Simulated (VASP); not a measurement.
# Rh (I4/mmm) in VASP: a series of runs

The runs below take Rh through single point, with LDA.

All numbers are computed with VASP 6.6.1; they aren't measurements. Logs are shortened: lines on timing, memory, paths and dates and some standing lists are left out, and cuts for length are marked.

## (1) The cell of the first run

It takes space group I4/mmm (No. 139, tetragonal). The conventional cell has a = 2.984 Å, b = 2.984 Å, c = 2.655 Å, α = 90.00°, β = 90.00°, γ = 90.00°. Rh (site symmetry 4/mmm) has 14 Rh at 2.49 to 2.98 Å within 3.3 Å.

## (2) Single point, LDA (11.82 Å³/atom)

INCAR

```
ALGO = Normal
EDIFF = 1E-7
ENCUT = 520
ISIF = 2
ISMEAR = 0
LASPH = T
LCHARG = T
LELF = T
LREAL = F
LVHAR = T
LWAVE = F
NBANDS = 14
NELM = 100
PREC = Accurate
SIGMA = 0.15
```

KPOINTS

```
k-points
0
Gamma
  22 22 22
```

POSCAR

```
Rh
1.0
    0.0000000000      2.1096832635      1.3274127094
    2.1096832635      0.0000000000      1.3274127094
    2.1096832635      2.1096832635      0.0000000000
Rh
1
Direct
    0.0000000000      0.0000000000      0.0000000000
```

Potentials or basis: VASP PAW LDA potentials, release 64 (Rh_pv).

Launch:

```console
cat potpaw_LDA.64/Rh_pv/POTCAR > POTCAR
mpirun -np 1 vasp_std > vasp.out
```

OUTCAR:

```text
EDIFF = 1E-7
   ENCUT = 520
   ISIF = 2
   ISMEAR = 0
   LASPH = T
   LREAL = F
   NELM = 100
   PREC = Accurate

 ion  position               nearest neighbor table
   1  0.000  0.000  0.000-

  LATTYP: Found a body centered tetragonal cell.
 ALAT       =     2.9835426836
 C/A-ratio  =     0.8898231734

  Lattice vectors:

 A1 = (   0.0000000000,  -2.1096832635,  -1.3274127094)
 A2 = (   0.0000000000,   2.1096832635,  -1.3274127094)
 A3 = (   2.1096832635,   0.0000000000,   1.3274127094)

Analysis of symmetry for initial positions (statically):
=====================================================================
 Subroutine PRICEL returns:
 Original cell was already a primitive cell.

 Routine SETGRP: Setting up the symmetry group for a
 body centered tetragonal supercell.

 Subroutine GETGRP returns: Found 16 space group operations
 (whereof 16 operations were pure point group operations)
 out of a pool of 16 trial point group operations.

The static configuration has the point symmetry D_4h.

Analysis of symmetry for dynamics (positions and initial velocities):
=====================================================================
 Subroutine PRICEL returns:
 Original cell was already a primitive cell.

 Routine SETGRP: Setting up the symmetry group for a
 body centered tetragonal supercell.

 Subroutine GETGRP returns: Found 16 space group operations
 (whereof 16 operations were pure point group operations)
 out of a pool of 16 trial point group operations.

The dynamic configuration has the point symmetry D_4h.

 Subroutine INISYM returns: Found 16 space group operations
 (whereof 16 operations are pure point group operations),
 and found     1 'primitive' translations

----------------------------------------------------------------------------------------

                                     Primitive cell

  volume of cell :      11.8160

  direct lattice vectors                    reciprocal lattice vectors
     0.000000000  2.109683264  1.327412709    -0.237002402  0.237002402  0.376672603
     2.109683264  0.000000000  1.327412709     0.237002402 -0.237002402  0.376672603
     2.109683264  2.109683264  0.000000000     0.237002402  0.237002402 -0.376672603

  length of vectors
     2.492546484  2.492546484  2.983542684     0.504204846  0.504204846  0.504204846

  position of ions in fractional coordinates (direct lattice)
     0.000000000  0.000000000  0.000000000

  ion indices of the primitive-cell ions
   primitive index   ion index
                 1           1

----------------------------------------------------------------------------------------

 KPOINTS: k-points

Automatic generation of k-mesh.
 Grid dimensions read from file:
 generate k-points for:   22   22   22

 Generating k-lattice:

  Cartesian coordinates                     Fractional coordinates (reciprocal lattice)
    -0.010772836  0.010772836  0.017121482     0.045454545 -0.000000000  0.000000000
     0.010772836 -0.010772836  0.017121482    -0.000000000  0.045454545  0.000000000
     0.010772836  0.010772836 -0.017121482     0.000000000  0.000000000  0.045454545

  Length of vectors
     0.022918402  0.022918402  0.022918402

  Shift w.r.t. Gamma in fractional coordinates (k-lattice)
     0.000000000  0.000000000  0.000000000

 Subroutine IBZKPT returns following result:
 ===========================================

 Found    834 irreducible k-points:

 Following reciprocal coordinates:
            Coordinates               Weight
  0.000000  0.000000  0.000000      1.000000
  0.045455  0.000000  0.000000      8.000000
  0.090909  0.000000  0.000000      8.000000
  0.136364 -0.000000  0.000000      8.000000
  0.181818 -0.000000  0.000000      8.000000
  0.227273  0.000000  0.000000      8.000000
[... 16 lines left out ...]
  0.500000  0.045455  0.000000      8.000000
 -0.454545  0.045455  0.000000      8.000000
 [... further k-points ...]
   k-points           NKPTS =    834   k-points in BZ     NKDIM =    834   number of bands    NBANDS=     14
   number of dos      NEDOS =    301   number of ions     NIONS =      1
   total plane-waves  NPLWV =   9600
   dimension x,y,z NGX =    20 NGY =   20 NGZ =   24
   dimension x,y,z NGXF=    40 NGYF=   40 NGZF=   48
   ions per type =               1
   NGX,Y,Z   is equivalent  to a cutoff of  13.34, 13.34, 13.37 a.u.
   NGXF,Y,Z  is equivalent  to a cutoff of  26.68, 26.68, 26.75 a.u.
 SYSTEM =  unknown system
   PREC   = accura    normal or accurate (medium, high low for compatibility)
   ISTART =      0    job   : 0-new  1-cont  2-samecut
   ICHARG =      2    charge: 1-file 2-atom 10-const
   ISPIN  =      1    spin polarized calculation?
   LNONCOLLINEAR =      F non collinear calculations
   LSORBIT =      F    spin-orbit coupling
   LASPH  =      T    aspherical Exc in radial PAW
   ENCUT  =  520.0 eV  38.22 Ry    6.18 a.u.   4.63  4.63  5.55*2*pi/ulx,y,z
   NELM   =    100;   NELMIN=  2; NELMDL= -5     # of ELM steps
   EDIFF  = 0.1E-06   stopping-criterion for ELM
   LREAL  =      F    real-space projection
   EDIFFG = 0.1E-05   stopping-criterion for IOM
   NSW    =      0    number of steps for IOM
   IBRION =     -1    ionic relax: 0-MD 1-quasi-New 2-CG
   NFREE  =      0    steps in history (QN), initial steepest desc. (CG)
   ISIF   =      2    stress and relaxation
   ISYM   =      2    0-nonsym 1-usesym 2-fastsym
   POTIM  = 0.5000    time-step for ionic-motion
   TEBEG  =    0.0;   TEEND  =   0.0 temperature during run
   PSTRESS=    0.0 pullay stress
   NELECT =      15.0000    total number of electrons
   NUPDOWN=      -1.0000    fix difference up-down
   EMIN   =  10.00;   EMAX   =-10.00  energy-range for DOS
   EFERMI =   0.00;   METHOD = LEGACY
   ISMEAR =     0;   SIGMA  =   0.15  broadening in eV -4-tet -1-fermi 0-gaus
   EFERMI_NEDOS =   21; number of points for ismear=-14 and -15
   IALGO  =     38    algorithm
   IMIX   =      4    mixing-type and parameters
     AMIX     =   0.40;   BMIX     =  1.00
     AMIX_MAG =   1.60;   BMIX_MAG =  1.00
  volume/ion in A,a.u.               =      11.82        79.74
  Fermi-wavevector in a.u.,A,eV,Ry     =   1.772618  3.349762 42.751868  3.142174
  Thomas-Fermi vector in A             =   2.838974
   LORBIT       =      0    0 simple, 1 ext, 2 COOP (PROOUT), +10 PAW based schemes
   GGA     = CA    functional components
   LHFCALC =     F    Hartree Fock is set to
   AEXX    =    0.0000 exact exchange contribution
   IVDW    =     0    specifies the selected vdW correction
   LEPSILON=     F    determine dielectric tensor
   LRPA    =     F    only Hartree local field effects (RPA)
 non-spin polarized calculation
 Gauss-broadening in eV      SIGMA  =   0.15
  energy-cutoff  :      520.00
  volume of cell :       11.82
 maximum number of plane-waves:       333
   NGX =  9   NGY =  9   NGZ = 11

 number of electron      15.0000003 magnetization

 Free energy of the ion-electron system (eV)
  ---------------------------------------------------
  ext. energy  EPLUGINS =         0.00000000
  ---------------------------------------------------
  free energy    TOTEN  =        -8.11654553 eV

  energy without entropy =       -8.10164869  energy(sigma->0) =       -8.10909711

 E-fermi :  14.5042     XC(G=0): -15.3208

 val. band max:       14.4985460122   @ k =  -0.1818   0.0909   0.0000
 cond. band min:      14.5045433840   @ k =  -0.2727   0.0909   0.0000
 fundamental gap:      0.0059973718
 Fermi energy:        14.5042444099

 k-point     1 :       0.0000    0.0000    0.0000
  band No.  band energies     occupation
      1     -31.6685      2.00000
      2     -31.4915      2.00000
      3     -31.4915      2.00000
      4       5.5775      2.00000
      5       9.9471      2.00000
      6      11.2919      2.00000
      7      11.2919      2.00000
      8      12.6789      2.00000
      9      14.6825      0.09292
     10      32.2282      0.00000
     11      32.2282      0.00000
     12      34.9510      0.00000
     13      35.1853      0.00000
     14      45.0434      0.00000

 k-point     2 :       0.0455    0.0000    0.0000
  band No.  band energies     occupation
      1     -31.6862      2.00000
      2     -31.5028      2.00000
      3     -31.5004      2.00000
      4       5.6865      2.00000
      5       9.9773      2.00000
      6      11.2729      2.00000
      7      11.2927      2.00000
      8      12.6956      2.00000
      9      14.6229      0.26328
     10      32.3704      0.00000
     11      32.4045      0.00000
     12      34.9509      0.00000
     13      35.1638      0.00000
     14      44.2625      0.00000

 k-point     3 :       0.0909    0.0000    0.0000
  band No.  band energies     occupation
      1     -31.7461      2.00000
      2     -31.5275      2.00000
      3     -31.5263      2.00000
      4       6.0027      2.00000
      5      10.0210      2.00000
      6      11.2058      2.00000
      7      11.3473      2.00000
      8      12.7607      2.00000
      9      14.4685      1.26418
     10      32.7541      0.00000
     11      32.9226      0.00000
     12      34.9507      0.00000
     13      35.0439      0.00000
     14      42.8955      0.00000
[... 324 lines left out ...]
 k-point    23 :       0.5000    0.0455    0.0000
  band No.  band energies     occupation
      1     -32.8659      2.00000
      2     -31.9300      2.00000
      3     -31.6601      2.00000
      4       7.1290      2.00000
      5       8.4529      2.00000
      6      13.4771      2.00000
      7      14.5763      0.49701
      8      16.5810      0.00000
      9      17.0463      0.00000
     10      26.4253      0.00000
     11      29.2655      0.00000
     12      33.5128      0.00000
     13      34.9536      0.00000
     14      41.9057      0.00000

 k-point    24 :      -0.4545    0.0455    0.0000
  band No.  band energies     occupation
      1     -32.8324      2.00000
      2     -31.9230      2.00000
      3     -31.6568      2.00000
      4       7.1877      2.00000
      5       8.5055      2.00000
      6      13.5810      2.00000
      7      14.2651      1.97586
      8      16.4219      0.00000
      9      16.6348      0.00000
     10      26.9429      0.00000
     11      29.5111      0.00000
     12      33.7768      0.00000
     13      34.9535      0.00000
     14      42.2811      0.00000

 [... further k-points ...]

------------------------ aborting loop because EDIFF is reached ----------------------------------------

  FORCE on cell =-STRESS in cart. coord.  units (eV):
  Direction    XX          YY          ZZ          XY          YZ          ZX
  --------------------------------------------------------------------------------------
  -------------------------------------------------------------------------------------
  Total        4.8035093      4.8035093      3.0595832      0.0000000     -0.0000000      0.0000000
  in kB      651.3264826    651.3264826    414.8607717      0.0000000     -0.0000000      0.0000000
  external PRESSURE =     572.5045790 kB  Pullay stress =       0.0000000 kB

 VOLUME and BASIS-vectors are now :
 -----------------------------------------------------------------------------
  energy-cutoff  :      520.00
  volume of cell :       11.82
      direct lattice vectors                 reciprocal lattice vectors
     0.000000000  2.109683264  1.327412709    -0.237002402  0.237002402  0.376672603
     2.109683264  0.000000000  1.327412709     0.237002402 -0.237002402  0.376672603
     2.109683264  2.109683264  0.000000000     0.237002402  0.237002402 -0.376672603

 POSITION                                       TOTAL-FORCE (eV/Angst)
 -----------------------------------------------------------------------------------
      0.00000      0.00000      0.00000         0.000000      0.000000      0.000000
 -----------------------------------------------------------------------------------
    total drift:                                0.000000     -0.000000     -0.000000

  FREE ENERGIE OF THE ION-ELECTRON SYSTEM (eV)
  ---------------------------------------------------
  free  energy   TOTEN  =        -8.1165455332 eV

  energy  without entropy=       -8.1016486866  energy(sigma->0) =       -8.10909711
```

It took 82 s on 1 thread of AMD EPYC 9R14 (Zen 4), shared host; peak memory 0.2 GiB.

What came out:

```
Free energy            : -8.1165 eV
Pressure               : 57.3 GPa
Band gap on the k mesh : zero (an odd number of electrons rules out a gap without spin polarisation)
```

Stress tensor (GPa, compression positive):
```
65.13  0.00  0.00
 0.00 65.13  0.00
 0.00  0.00 41.49
```

Levels at points of the mesh, in eV from the Fermi level:
| k point | band 5 | band 6 | band 7 | band 8 | band 9 | band 10 |
| --- | --- | --- | --- | --- | --- | --- |
| (0.00, 0.00, 0.00) | -4.56 | -3.21 | -3.21 | -1.83 | 0.18 | 17.72 |
| (0.50, 0.00, 0.00) | -6.15 | -0.72 | 0.69 | 1.73 | 2.09 | 11.95 |
| (0.50, 0.50, 0.00) | -7.60 | 1.30 | 1.30 | 1.79 | 9.05 | 9.05 |
| (0.50, 0.00, 0.50) | -4.68 | -1.91 | -0.51 | 0.65 | 1.91 | 10.47 |

Caveat: the stress differs along the axes, from 41 to 65 GPa.

## (3) Single point, LDA (11.82 Å³/atom)

INCAR

```
  ALGO = Fast
  EDIFF = 1E-7
  ENCUT = 520
  ISIF = 2
  ISMEAR = 0
  LASPH = True
  LCHARG = False
  LREAL = False
  LWAVE = False
  NBANDS = 14
  NELM = 80
  PREC = Accurate
  SIGMA = 0.15
```

KPOINTS is that of step 2.

POSCAR

```
Rh
1.0
    0.0000000000      1.9529266280      1.5490614014
    1.9529266280      0.0000000000      1.5490614014
    1.9529266280      1.9529266280      0.0000000000
Rh
1
Direct
    0.0000000000      0.0000000000      0.0000000000
```

Potentials or basis: VASP PAW LDA potentials, release 64 (Rh_pv).

Launch:

```console
cat potpaw_LDA.64/Rh_pv/POTCAR > POTCAR
mpirun -np 1 vasp_std > vasp.out
```

Run time: 1.8 min. Hardware: 1 thread of AMD EPYC 9R14 (Zen 4), shared host; peak memory 0.2 GiB.

The run converged. Its results:

| Property | Result |
| --- | --- |
| Free energy | -8.1428 eV |
| Pressure | 56.1 GPa |
| Band gap on the k mesh | zero (an odd number of electrons rules out a gap without spin polarisation) |

Stress tensor (GPa, compression positive):
```
42.20  0.00  0.00
 0.00 42.20  0.00
 0.00  0.00 84.06
```

Levels at points of the mesh, in eV from the Fermi level:
| k point | band 3 | band 4 | band 5 | band 6 | band 7 | band 8 | band 9 | band 10 | band 11 | band 12 |
| --- | --- | --- | --- | --- | --- | --- | --- | --- | --- | --- |
| (0.00, 0.00, 0.00) | -46.08 | -9.02 | -4.14 | -4.14 | -3.00 | -1.71 | -0.15 | 16.95 | 19.46 | 19.46 |
| (0.50, 0.00, 0.00) | -46.14 | -7.44 | -5.31 | -1.78 | 0.04 | 0.94 | 1.81 | 10.88 | 14.97 | 20.32 |
| (0.50, 0.50, 0.00) | -46.97 | -7.74 | -7.62 | 1.07 | 1.49 | 1.49 | 7.81 | 11.51 | 11.51 | 19.56 |
| (0.50, 0.00, 0.50) | -46.31 | -7.60 | -6.63 | 0.22 | 0.22 | 1.93 | 2.16 | 12.29 | 14.26 | 18.19 |

Caveat: the stress differs along the axes, from 42 to 84 GPa.

(Continued in part 2 of 2.)
